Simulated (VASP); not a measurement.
# Tl (Fmmm) in VASP: further runs, part 2 of 2

VASP 6.6.1.

## 3. Single point, PBEsol (strain +0.0300 x Voigt [0, 0, 0, 0, 1, 0])

Contents of INCAR:

```
SYSTEM = Tl
ALGO = Fast
EDIFF = 1E-7
ENCUT = 520
GGA = PS
ISIF = 2
ISMEAR = 0
LASPH = .TRUE.
LCHARG = .TRUE.
LELF = .TRUE.
LREAL = .FALSE.
LVHAR = .TRUE.
LWAVE = .FALSE.
NBANDS = 12
NELM = 60
PREC = Accurate
SIGMA = 0.15
```

Contents of KPOINTS:

```
k-points
0
G
  18 18 18
  0 0 0
```

Contents of POSCAR:

```
Tl
1.0
   -1.9118850000      1.9410000000      1.9118850000
    1.9701150000     -1.9410000000      1.9701150000
    1.9118850000      1.9410000000     -1.9118850000
Tl
1
Direct
    0.0000000000      0.0000000000      0.0000000000
```

Potentials or basis: VASP PAW PBE potentials, release 64 (Tl_d).

Run with:

```bash
$ cat potpaw_PBE.64/Tl_d/POTCAR > POTCAR
$ mpirun -np 1 vasp_std > vasp.out
```

It took 2.3 min on 1 thread of Intel Xeon 6975P-C (Granite Rapids), shared host; peak memory 0.39 GiB.

It converged, with:

```yaml
Free_energy: -2.6274 eV
Pressure: -0.8 GPa
Band_gap_on_the_k_mesh: zero (an odd number of electrons rules out a gap without spin polarisation)
```

Stress tensor (GPa, compression positive):
```
-0.84  0.00 -0.46
 0.00 -0.86  0.00
-0.46  0.00 -0.84
```

Levels at points of the mesh, in eV from the Fermi level:
| k point | band 3 | band 4 | band 5 | band 6 | band 7 | band 8 | band 9 | band 10 |
| --- | --- | --- | --- | --- | --- | --- | --- | --- |
| (0.00, 0.00, 0.00) | -11.53 | -11.16 | -11.16 | -9.91 | 10.25 | 10.61 | 10.84 | 12.15 |
| (0.50, 0.00, 0.00) | -11.19 | -11.16 | -10.89 | -5.03 | -2.67 | 5.68 | 7.15 | 9.85 |
| (0.00, 0.50, 0.00) | -11.18 | -11.14 | -10.91 | -5.25 | -2.75 | 5.95 | 7.18 | 10.10 |
| (0.50, 0.00, 0.50) | -11.20 | -11.18 | -10.87 | -4.80 | -2.59 | 5.52 | 6.98 | 9.74 |
| (0.50, 0.50, 0.50) | -10.99 | -10.96 | -10.92 | -1.70 | 1.31 | 1.42 | 1.54 | 6.42 |

Caveat: the cell differs from its parent crystal (strain +0.0300 x Voigt [0, 0, 0, 0, 1, 0]); the PAW data sets were made with another functional, which shifts forces and pressure a little; spin-orbit coupling is left out, which moves the levels of the heavy elements.

## 4. Single point, PBEsol (strain -0.0200 x Voigt [0, 0, 0, 0, 1, 0])

Contents of INCAR:

```
PREC = Accurate ; ENCUT = 520
EDIFF = 1E-6 ; ISMEAR = 0
SIGMA = 0.15 ; LREAL = False
LASPH = True ; NELM = 60
ALGO = Fast ; ISIF = 2
LWAVE = False ; LCHARG = False
GGA = PS ; NBANDS = 12
```

Contents of KPOINTS:

```
Automatic mesh
0
Gamma
  18 18 18
```

Contents of POSCAR:

```
Tl
1.0
   -1.9604100000      1.9410000000      1.9604100000
    1.9215900000     -1.9410000000      1.9215900000
    1.9604100000      1.9410000000     -1.9604100000
Tl
1
Direct
    0.0000000000      0.0000000000      0.0000000000
```

Potentials or basis: VASP PAW PBE potentials, release 64 (Tl_d).

Run with:

```bash
$ cat potpaw_PBE.64/Tl_d/POTCAR > POTCAR
$ mpirun -np 1 vasp_std > vasp.out
```

OUTCAR:

```text
PREC = Accurate
   ENCUT = 520
   EDIFF = 1E-6
   ISMEAR = 0
   LREAL = False
   LASPH = True
   NELM = 60
   ISIF = 2
   GGA = PS

 ion  position               nearest neighbor table
   1  0.000  0.000  0.000-

  LATTYP: Found a face centered orthorhombic cell.
 ALAT       =     3.8820000000
 B/A-ratio  =     1.4000714267
 C/A-ratio  =     1.4283556980

  Lattice vectors:

 A1 = (   3.8820000000,   0.0000000000,  -0.0388200000)
 A2 = (   1.9604100000,   1.9410000000,  -1.9604100000)
 A3 = (   1.9215900000,   1.9410000000,   1.9215900000)

Analysis of symmetry for initial positions (statically):
=====================================================================
 Subroutine PRICEL returns:
 Original cell was already a primitive cell.

 Routine SETGRP: Setting up the symmetry group for a
 face centered orthorhombic supercell.

 Subroutine GETGRP returns: Found  8 space group operations
 (whereof  8 operations were pure point group operations)
 out of a pool of  8 trial point group operations.

The static configuration has the point symmetry D_2h.

[... 169 lines left out ...]
      1      -5.4569      2.00000
      2      -5.4287      2.00000
      3      -5.3991      2.00000
      4      -5.0140      2.00000
      5      -5.0135      2.00000
      6      -3.7613      2.00000
      7      16.5293      0.00000
      8      16.7542      0.00000
      9      16.9222      0.00000
     10      18.3241      0.00000
     11      18.4182      0.00000
     12      18.5751      0.00000
[... 331 lines left out ...]
 k-point    24 :      -0.2778    0.0556    0.0000
  band No.  band energies     occupation
      1      -5.5102      2.00000
      2      -5.4354      2.00000
      3      -5.1059      2.00000
      4      -5.0748      2.00000
      5      -5.0144      2.00000
      6      -2.2754      2.00000
      7       9.5937      0.00000
      8      13.3017      0.00000
      9      14.2295      0.00000
     10      17.0044      0.00000
     11      18.3583      0.00000
     12      19.2779      0.00000

 [... further k-points ...]

------------------------ aborting loop because EDIFF is reached ----------------------------------------

  FORCE on cell =-STRESS in cart. coord.  units (eV):
  Direction    XX          YY          ZZ          XY          YZ          ZX
  --------------------------------------------------------------------------------------
  -------------------------------------------------------------------------------------
  Total       -0.1567005     -0.1593079     -0.1567005      0.0000000      0.0000000      0.0591427
  in kB       -8.5839639     -8.7267952     -8.5839639      0.0000000      0.0000000      3.2398026
  external PRESSURE =      -8.6315743 kB  Pullay stress =       0.0000000 kB

 VOLUME and BASIS-vectors are now :
 -----------------------------------------------------------------------------
  energy-cutoff  :      520.00
  volume of cell :       29.25
      direct lattice vectors                 reciprocal lattice vectors
    -1.960410000  1.941000000  1.960410000     0.002576249  0.257599176  0.257624938
     1.921590000 -1.941000000  1.921590000     0.260201188  0.000000000  0.260201188
     1.960410000  1.941000000 -1.960410000     0.257624938  0.257599176  0.002576249

 POSITION                                       TOTAL-FORCE (eV/Angst)
 -----------------------------------------------------------------------------------
      0.00000      0.00000      0.00000         0.000000      0.000000      0.000000
 -----------------------------------------------------------------------------------
    total drift:                                0.000000     -0.000000     -0.000000

  FREE ENERGIE OF THE ION-ELECTRON SYSTEM (eV)
  ---------------------------------------------------
  free  energy   TOTEN  =        -2.6281408269 eV

  energy  without entropy=       -2.6238921703  energy(sigma->0) =       -2.62601650
```

stdout:

```text
POSCAR found type information on POSCAR Tl
 POSCAR found :  1 types and       1 ions
 scaLAPACK will be used
 -----------------------------------------------------------------------------
|                                                                             |
|                                                                             |
|     You enforced a specific xc type in the INCAR file but a different       |
|     I HOPE YOU KNOW WHAT YOU ARE DOING!                                     |
|                                                                             |
 -----------------------------------------------------------------------------

 LDA part: xc-table for (Slater+PW92), standard interpolation
 POSCAR, INCAR and KPOINTS ok, starting setup
 FFT: planning ... GRIDC
 FFT: planning ... GRID_SOFT
 FFT: planning ... GRID
 WAVECAR not read
 entering main loop
```

Run time: 2 min. Hardware: 1 thread of Intel Xeon 6975P-C (Granite Rapids), shared host; peak memory 0.39 GiB.

Results:

```yaml
Free_energy: -2.6281 eV
Pressure: -0.9 GPa
Band_gap_on_the_k_mesh: zero (an odd number of electrons rules out a gap without spin polarisation)
```

Stress tensor (GPa, compression positive):
```
-0.86  0.00  0.32
 0.00 -0.87  0.00
 0.32  0.00 -0.86
```

Caveat: the cell differs from its parent crystal (strain -0.0200 x Voigt [0, 0, 0, 0, 1, 0]); the PAW data sets were made with another functional, which shifts forces and pressure a little; spin-orbit coupling is left out, which moves the levels of the heavy elements.

## 5. Single point, PBEsol (strain +0.0100 x Voigt [0, 0, 0, 0, 1, 0])

Contents of INCAR:

```
SYSTEM = Tl
PREC = Accurate
ENCUT = 520
EDIFF = 1E-7
ISMEAR = 0
SIGMA = 0.15
LREAL = .False.
LASPH = .True.
NELM = 60
ALGO = Fast
ISIF = 2
LWAVE = .False.
LCHARG = .True.
GGA = PS
LELF = .True.
LVHAR = .True.
NBANDS = 12
```

Contents of KPOINTS:

```
Automatic mesh
0
Gamma
  18 18 18
  0 0 0
```

Contents of POSCAR:

```
Tl
1.0
   -1.9312950000      1.9410000000      1.9312950000
    1.9507050000     -1.9410000000      1.9507050000
    1.9312950000      1.9410000000     -1.9312950000
Tl
1
Direct
    0.0000000000      0.0000000000      0.0000000000
```

Run with:

```bash
$ cat potpaw_PBE.64/Tl_d/POTCAR > POTCAR
$ mpirun -np 1 vasp_std > vasp.out
```

Wall time 2.3 min (1 thread of Intel Xeon 6975P-C (Granite Rapids), shared host); peak memory 0.39 GiB.

The run converged. Its results:

```
Free energy            : -2.6286 eV
Pressure               : -0.9 GPa
Band gap on the k mesh : zero (an odd number of electrons rules out a gap without spin polarisation)
```

Stress tensor (GPa, compression positive):
```
-0.88  0.00 -0.17
 0.00 -0.88  0.00
-0.17  0.00 -0.88
```

Levels at points of the mesh, in eV from the Fermi level:
```tsv
k point	band 2	band 3	band 4	band 5	band 6	band 7	band 8	band 9	band 10	band 11
(0.00, 0.00, 0.00)	-11.58	-11.56	-11.17	-11.17	-9.91	10.50	10.60	10.69	12.21	12.27
(0.50, 0.00, 0.00)	-11.72	-11.19	-11.16	-10.89	-5.03	-2.67	5.72	7.08	9.91	11.13
(0.00, 0.50, 0.00)	-11.73	-11.19	-11.16	-10.90	-5.11	-2.70	5.80	7.11	9.98	11.17
(0.50, 0.00, 0.50)	-11.72	-11.20	-11.17	-10.89	-4.96	-2.65	5.66	7.04	9.86	11.07
(0.50, 0.50, 0.50)	-11.78	-10.97	-10.96	-10.95	-1.71	1.38	1.42	1.46	6.42	6.42
```

Caveat: the cell differs from its parent crystal (strain +0.0100 x Voigt [0, 0, 0, 0, 1, 0]); the PAW data sets were made with another functional, which shifts forces and pressure a little; spin-orbit coupling is left out, which moves the levels of the heavy elements.

## 6. Overview

| cell | further INCAR settings | gap on the mesh (eV) | pressure (GPa) |
| --- | --- | --- | --- |
| a = 3.407, b = 3.317 Å, angles 109.5, 110.5, 109.5°, 1 atom | ALGO = Fast; EDIFF = 1e-06; NBANDS = 12 | none | -0.8 |
| a = 3.328, b = 3.396 Å, angles 109.5, 108.7, 109.5°, 1 atom | ALGO = Fast; EDIFF = 1e-07; NBANDS = 12 | none | -0.8 |
| a = 3.384, b = 3.340 Å, angles 109.5, 110.0, 109.5°, 1 atom | ALGO = Fast; EDIFF = 1e-06; NBANDS = 12 | none | -0.9 |
| a = 3.351, b = 3.373 Å, angles 109.5, 109.2, 109.5°, 1 atom | ALGO = Fast; EDIFF = 1e-07; NBANDS = 12 | none | -0.9 |

Alike in all rows: task single point; level PBEsol; potentials or basis VASP PAW PBE potentials, release 64 (Tl_d); no spin polarisation; k mesh 18 × 18 × 18; cutoff (eV) 520; smearing gaussian 0.15 eV.

Caveats: the PAW data sets were made with another functional, which shifts forces and pressure a little; spin-orbit coupling is left out, which moves the levels of the heavy elements.

Absolute energies hang on the potentials; compare differences alone.
